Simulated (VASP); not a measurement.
# Al32ClO48 (a cell with a defect) (Cl interstitial hop between voids) in VASP: notebook

The runs below take Al32ClO48 (a cell with a defect) (Cl interstitial hop between voids) through single point, with PBE.

Everything below comes from runs of VASP 6.6.1. Logs are shortened: lines on timing, memory, paths and dates and some standing lists are left out, and cuts for length are marked.

### Step 1. The cell of the first run

The cell holds a defect, 81 atoms: a = 10.361 Å, b = 10.361 Å, c = 10.361 Å, α = 55.29°, β = 55.29°, γ = 55.29°.

### Step 2. Single point, PBE

Contents of INCAR:

```
SYSTEM = Al32ClO48
PREC = Accurate
ENCUT = 520
EDIFF = 1E-6
ISMEAR = -1
SIGMA = 0.01
LREAL = Auto
LASPH = .TRUE.
NELM = 100
ALGO = Normal
ISIF = 2
LWAVE = .FALSE.
LCHARG = .FALSE.
GGA = PE
NELECT = 392.0
NBANDS = 242
```

Contents of KPOINTS:

```
Automatic mesh
0
Gamma
  1 1 1
  0.25 0.25 0.25
```

Contents of POSCAR:

```
Al32ClO48
1.0
    4.8078835200      2.7758328500      8.7484141900
   -4.8078835200      2.7758328500      8.7484141900
    0.0000000000     -5.5516656900      8.7484141900
Al O Cl
32 48 1
Direct
    0.3233963200      0.3304713300      0.3270593000
    0.4270211400      0.4294838000      0.4254322500
    0.0663675300      0.0734529600      0.0732005200
    0.1680254500      0.1609846200      0.1782598000
    0.3321746800      0.3128807300      0.8186281000
    0.4264730800      0.4472392700      0.9217888000
    0.0734143400      0.0732121900      0.5755998800
    0.1735098200      0.1816773500      0.6744238800
    0.3195149900      0.8191633100      0.3346372600
    0.4299061800      0.9251283800      0.4320593400
    0.0715005300      0.5817856200      0.0765301900
    0.1786576400      0.6889474800      0.1733621300
    0.3273667000      0.8343761800      0.8243329900
    0.4234719900      0.9537443500      0.9355878500
    0.0730773600      0.5761894000      0.5752786700
    0.1782502900      0.6707636600      0.6830136200
    0.8235315700      0.3306461800      0.3183117900
    0.9242747000      0.4275297100      0.4250191200
    0.5779507000      0.0606370600      0.0544464500
    0.6709960900      0.1749023800      0.1778947600
    0.8215370300      0.3263309000      0.8240147700
    0.9234154200      0.4278928900      0.9264795800
    0.5707889200      0.0738037100      0.5617930200
    0.6788660200      0.1760428900      0.6638474900
    0.8223644700      0.8255720600      0.3210632200
    0.9261527900      0.9255267300      0.4267308900
    0.5705394900      0.5830079900      0.0701167800
    0.6761066200      0.6771688200      0.1767636300
    0.8285093000      0.8252153400      0.8196945300
    0.9285855000      0.9296376800      0.9224640000
    0.5750727700      0.5720683500      0.5746811200
    0.6772952300      0.6794795000      0.6723396400
    0.2141633300      0.0165100700      0.3866372800
    0.4869775000      0.1071731300      0.3267355800
    0.0160310800      0.3838407300      0.2209695000
    0.4097580600      0.1202201300     -0.0123071300
    0.1221199100      0.2836336800      0.4719296600
    0.2767013400      0.5120280300      0.1143730000
    0.2217068600      0.0380120000      0.8724062000
    0.4828482300      0.1323766000      0.7378276000
    0.0250708400      0.3788830100      0.7226566200
    0.3656972000      0.2367987400      0.5288245200
    0.1220412600      0.2779419700      0.9725057900
    0.2787319500      0.4733950200      0.6273234100
    0.2202098700      0.5367055200      0.3750908900
    0.4719333900      0.6275874200      0.2783924300
    0.0199534700      0.8780868200      0.2211604400
    0.3770633900      0.7357290600      0.0223059800
    0.1218599100      0.7744519600      0.4788312700
    0.2526316200      0.9519816200      0.1503879400
    0.2260536200      0.5220406500      0.8829115900
    0.4725760200      0.6340897000      0.7727154800
    0.0331505400      0.8708514400      0.7239353900
    0.3755460400      0.7181620100      0.5336303600
    0.1222444100      0.7919739900      0.9673754500
    0.2740058400      0.9752915000      0.6282430100
    0.7329458600      0.0270219500      0.3709710300
    0.9648941300      0.1294921000      0.2775741600
    0.5271865100      0.3810852200      0.2181555300
    0.8704383000      0.2241879400      0.0276668500
    0.6298957900      0.2855643900      0.4597512200
    0.7752761000      0.4784938400      0.1209688200
    0.7351315300      0.0286507200      0.8598845400
    0.9706561300      0.1294388100      0.7766460000
    0.5270497500      0.3711670100      0.7275545000
    0.8760823800      0.2231012300      0.5263889200
    0.6234007300      0.2815303000      0.9696596200
    0.7767226600      0.4711903400      0.6260831500
    0.7178333600      0.5299369300      0.3768584800
    0.9679382700      0.6273230800      0.2787945100
    0.5270639200      0.8721998400      0.2288653700
    0.8742075100      0.7252689700      0.0282160900
    0.6298362300      0.7727707800      0.4706598200
    0.7725420600      0.9748454800      0.1212395800
    0.7197312400      0.5329311200      0.8735072500
    0.9726643600      0.6232484200      0.7823825300
    0.5310767700      0.8774947900      0.7098550800
    0.8764190900      0.7206002300      0.5282422000
    0.6247207900      0.7869074400      0.9704843300
    0.7861925300      0.9697769500      0.6210901400
    0.3316941400      0.2453060000      0.1563289300
```

Potentials or basis: VASP PAW PBE potentials, release 64 (Al, O, Cl).

On the command line:

```
cat potpaw_PBE.64/Al/POTCAR potpaw_PBE.64/O/POTCAR potpaw_PBE.64/Cl/POTCAR > POTCAR
mpirun -np 1 vasp_std > vasp.out
```

OUTCAR:

```text
SYSTEM = Al32ClO48
   PREC = Accurate
   ENCUT = 520
   EDIFF = 1E-6
   ISMEAR = -1
   LREAL = Auto
   LASPH = .TRUE.
   NELM = 100
   ISIF = 2
   GGA = PE
   NELECT = 392.0

 ion  position               nearest neighbor table
   1  0.323  0.330  0.327-  37 1.90  42 1.94  34 1.94  59 1.97  45 1.99  38 2.02  81 2.33   2 2.63
                             8 2.79  20 2.80  12 2.87  18 3.28   6 3.29  10 3.31
   2  0.427  0.429  0.425-  61 1.86  46 1.86  44 1.89  42 1.94  45 2.00  59 2.01   1 2.63  23 2.83
                            15 2.83  27 2.84   9 3.19   5 3.20  17 3.24
   3  0.066  0.073  0.073-  47 1.85  60 1.85  39 1.85  50 1.95  58 2.02  43 2.02   4 2.58  26 2.82
                            22 2.83  14 2.84  12 3.11  20 3.22   8 3.24
   4  0.168  0.161  0.178-  58 1.88  43 1.95  50 1.95  33 1.95  35 2.06  36 2.11  81 2.17   3 2.58
                             9 2.77  17 2.79   5 2.90  14 3.17   7 3.30  19 3.32
   5  0.332  0.313  0.819-  44 1.86  36 1.87  40 1.90  43 1.92  65 1.98  51 2.11  24 2.78  16 2.86
                            14 2.89   4 2.90   6 2.91   2 3.20  22 3.31
   6  0.426  0.447  0.922-  52 1.78  67 1.88  38 1.91  51 1.96  65 2.06  81 2.25  31 2.76  11 2.83
                             5 2.91  19 3.07  13 3.17  21 3.20   1 3.29
   7  0.073  0.073  0.576-  33 1.84  66 1.88  53 1.88  56 1.98  64 1.99  37 2.03   8 2.69  30 2.77
                            18 2.84  10 2.85  24 3.25  16 3.28   4 3.30
   8  0.174  0.182  0.674-  42 1.86  41 1.87  39 1.88  37 1.98  64 1.98  56 1.99   7 2.69   1 2.79
                            13 2.80  21 2.82  23 3.21  15 3.23   3 3.24
   9  0.320  0.819  0.335-  50 1.86  49 1.86  46 1.86  33 1.93  54 1.97  71 2.03  10 2.75   4 2.77
                            16 2.79  28 2.86   2 3.19  14 3.21  26 3.22
  10  0.430  0.925  0.432-  34 1.81  73 1.86  56 1.88  71 2.00  54 2.04  33 2.10   9 2.75  31 2.82
                             7 2.85  81 2.98  19 3.00  25 3.19  13 3.23   1 3.31
  11  0.072  0.582  0.077-  72 1.87  51 1.90  35 1.91  70 1.94  38 2.02  55 2.03  12 2.72  30 2.79
                            18 2.80   6 2.83  81 2.94  16 3.23  28 3.25
  12  0.179  0.689  0.173-  38 1.79  47 1.82  48 1.88  45 1.88  55 2.04  70 2.11  11 2.72  13 2.80
                            25 2.84   1 2.87   3 3.11  27 3.19  15 3.26
  13  0.327  0.834  0.824-  56 1.88  55 1.91  52 1.91  77 1.92  48 1.93  39 1.96  12 2.80   8 2.80
                            32 2.82  14 2.86   6 3.17  10 3.23  30 3.29
  14  0.423  0.954  0.936-  79 1.87  40 1.88  50 1.90  36 2.00  39 2.10  48 2.14  77 2.34   3 2.84
                            13 2.86   5 2.89  27 2.95  23 2.97   4 3.17   9 3.21  29 3.25  19 3.33
  15  0.073  0.576  0.575-  45 1.86  78 1.86  41 1.87  49 1.93  76 2.00  44 2.01  16 2.69  26 2.80
                            22 2.82   2 2.83   8 3.23  32 3.24  12 3.26
  16  0.178  0.671  0.683-  53 1.86  54 1.87  51 1.89  44 1.96  76 1.99  49 2.02  15 2.69   9 2.79
                            29 2.80   5 2.86  11 3.23  31 3.24   7 3.28
  17  0.824  0.331  0.318-  61 1.83  58 1.87  62 1.87  35 1.90  69 1.98  66 2.02  18 2.66  28 2.77
                            24 2.78   4 2.79  22 3.21   2 3.24  26 3.30
  18  0.924  0.428  0.425-  37 1.87  70 1.87  68 1.88  35 1.97  66 1.98  69 1.99  17 2.66  31 2.80
                            11 2.80   7 2.84  25 3.25  21 3.26   1 3.28
  19  0.578  0.061  0.054-  63 1.80  71 1.85  36 1.89  74 2.04  67 2.17  81 2.23  34 2.66  30 2.78
[... 369 lines left out ...]
  Fermi-wavevector in a.u.,A,eV,Ry     =   1.349049  2.549332 24.761677  1.819932
  Thomas-Fermi vector in A             =   2.476667
   LORBIT       =      0    0 simple, 1 ext, 2 COOP (PROOUT), +10 PAW based schemes
   GGA     = PE    functional components
   LHFCALC =     F    Hartree Fock is set to
   AEXX    =    0.0000 exact exchange contribution
   IVDW    =     0    specifies the selected vdW correction
   LEPSILON=     F    determine dielectric tensor
   LRPA    =     F    only Hartree local field effects (RPA)
 non-spin polarized calculation
  energy-cutoff  :      520.00
  volume of cell :      700.53
 maximum number of plane-waves:     18804
 NGX is ok and might be reduce to    80
   NGX = 39   NGY = 39   NGZ = 39

 number of electron     392.0000014 magnetization

 Free energy of the ion-electron system (eV)
  ---------------------------------------------------
  ext. energy  EPLUGINS =         0.00000000
  ---------------------------------------------------
  free energy    TOTEN  =      -581.94740965 eV

  energy without entropy =     -581.94740965  energy(sigma->0) =     -581.94740965

 E-fermi :   7.9250     XC(G=0): -11.6696

 val. band max:        7.6460167688   @ k =   0.2500   0.2500   0.2500
 cond. band min:      12.2552447511   @ k =   0.2500   0.2500   0.2500
 fundamental gap:      4.6092279822
 Fermi energy:         7.9250332187

 k-point     1 :       0.2500    0.2500    0.2500
  band No.  band energies     occupation
      1     -12.9852      2.00000
      2     -12.4822      2.00000
      3     -12.0969      2.00000
      4     -12.0515      2.00000
      5     -12.0023      2.00000
      6     -11.9833      2.00000
[... 200 lines left out ...]
    207      15.1643      0.00000
    208      15.2006      0.00000
 [bands above 208 left out]

------------------------ aborting loop because EDIFF is reached ----------------------------------------

  FORCE on cell =-STRESS in cart. coord.  units (eV):
  Direction    XX          YY          ZZ          XY          YZ          ZX
  --------------------------------------------------------------------------------------
  -------------------------------------------------------------------------------------
  Total       38.9961747     43.0555555     36.9466785      3.1438142     -1.7123617     -4.3588025
  in kB       89.1876570     98.4718154     84.5002802      7.1901776     -3.9163207     -9.9689621
  external PRESSURE =      90.7199176 kB  Pullay stress =       0.0000000 kB

 VOLUME and BASIS-vectors are now :
 -----------------------------------------------------------------------------
  energy-cutoff  :      520.00
  volume of cell :      700.53
      direct lattice vectors                 reciprocal lattice vectors
     4.807883520  2.775832850  8.748414190     0.103995864  0.060042040  0.038102144
    -4.807883520  2.775832850  8.748414190    -0.103995864  0.060042040  0.038102144
     0.000000000 -5.551665690  8.748414190     0.000000000 -0.120084080  0.038102144

 POSITION                                       TOTAL-FORCE (eV/Angst)
 -----------------------------------------------------------------------------------
     -0.03402     -0.00070      8.58156        -0.006938      0.003943     -0.000497
     -0.01184      0.01566     11.21492         0.000005     -0.005049      0.005966
     -0.03407     -0.01827      1.86360        -0.000432     -0.002659      0.001731
      0.03385     -0.07636      4.43781        -0.000219      0.012064      0.019585
      0.09276     -2.75418     12.80491        -0.012691     -0.000647     -0.003011
     -0.09984     -2.69218     15.70779         0.012326     -0.016537     -0.009587
[... 73 lines left out ...]
     -0.88265      1.42619     20.79550        -0.026176      0.002742     -0.003881
      0.41534      0.73377      6.41547         0.000175      0.006471     -0.005168
 -----------------------------------------------------------------------------------
    total drift:                               -0.003663     -0.000996      0.021665

  FREE ENERGIE OF THE ION-ELECTRON SYSTEM (eV)
  ---------------------------------------------------
  free  energy   TOTEN  =      -581.9474096461 eV

  energy  without entropy=     -581.9474096461  energy(sigma->0) =     -581.94740965
```

It took 8.1 min on 1 thread of Intel Xeon Platinum 8375C at 2.90GHz (Ice Lake), shared host; peak memory 0.99 GiB.

Results:

- Free energy: -581.9474 eV
- Largest force: 0.031 eV/Å

Forces on the atoms (eV/Å):
```
Al  -0.007  0.004  0.000
Al   0.000 -0.005  0.006
Al   0.000 -0.003  0.002
Al   0.000  0.012  0.020
Al  -0.013 -0.001 -0.003
Al   0.012 -0.017 -0.010
Al   0.000 -0.003 -0.005
Al   0.001  0.001  0.001
Al   0.002 -0.004  0.001
Al   0.005 -0.007 -0.009
Al   0.002  0.002 -0.007
Al  -0.010 -0.003  0.010
Al   0.001  0.000 -0.003
Al   0.007  0.004 -0.015
Al   0.001 -0.005  0.003
Al  -0.008  0.000  0.002
Al   0.001  0.000 -0.003
Al   0.000 -0.006  0.003
Al  -0.011 -0.006  0.015
Al   0.003  0.004  0.006
Al   0.002  0.002 -0.004
Al   0.002  0.004  0.007
Al   0.003  0.012 -0.003
Al   0.001 -0.006  0.005
Al  -0.004 -0.003 -0.003
Al   0.005  0.007  0.006
Al   0.003  0.002  0.009
Al   0.003  0.000  0.007
Al   0.000 -0.002 -0.001
Al  -0.004 -0.001 -0.008
Al  -0.001 -0.001  0.000
Al   0.006 -0.003 -0.006
O    0.017  0.007  0.005
O   -0.003  0.023 -0.020
O    0.004 -0.006  0.002
O   -0.011 -0.019  0.018
O    0.007 -0.012 -0.003
O    0.012 -0.019 -0.020
O    0.017 -0.006 -0.004
O    0.008  0.000  0.008
O   -0.011 -0.020  0.000
O   -0.006  0.019 -0.004
O    0.002  0.007 -0.009
O   -0.022 -0.002 -0.004
O    0.017  0.012  0.001
O    0.004  0.011 -0.001
O   -0.020 -0.014  0.002
O   -0.014  0.020  0.002
O    0.011 -0.017  0.000
O   -0.014  0.007  0.004
O    0.031  0.002  0.001
O    0.009  0.026  0.013
O   -0.008 -0.016  0.001
O   -0.011  0.020  0.001
O    0.012 -0.021  0.006
O   -0.020  0.001  0.000
O    0.012  0.005 -0.002
O    0.010  0.008 -0.008
O   -0.001 -0.008  0.006
O   -0.002  0.001 -0.004
O    0.005 -0.018 -0.009
O   -0.020  0.006 -0.003
O    0.019  0.005 -0.004
O    0.006  0.017  0.005
O   -0.011 -0.016  0.001
O   -0.011  0.021  0.003
O   -0.001 -0.015 -0.004
O   -0.019 -0.001  0.001
O    0.019  0.000  0.000
O    0.010  0.024  0.003
O   -0.004 -0.012  0.006
O   -0.010  0.017  0.001
O    0.012 -0.018  0.000
O   -0.020  0.000  0.003
O    0.022 -0.002 -0.003
O    0.012  0.017 -0.002
O   -0.021 -0.016  0.003
O   -0.006  0.016  0.000
O    0.011 -0.021 -0.001
O   -0.026  0.003 -0.004
Cl   0.000  0.006 -0.005
```

Caveat: the k points lie up to 0.79 Å⁻¹ apart; the cell carries a net charge on a neutralising background, which shifts energy and pressure; the cell is charged against a uniform background, so pressure and absolute levels hang on convention.

(Part 1 of 3 ends here.)
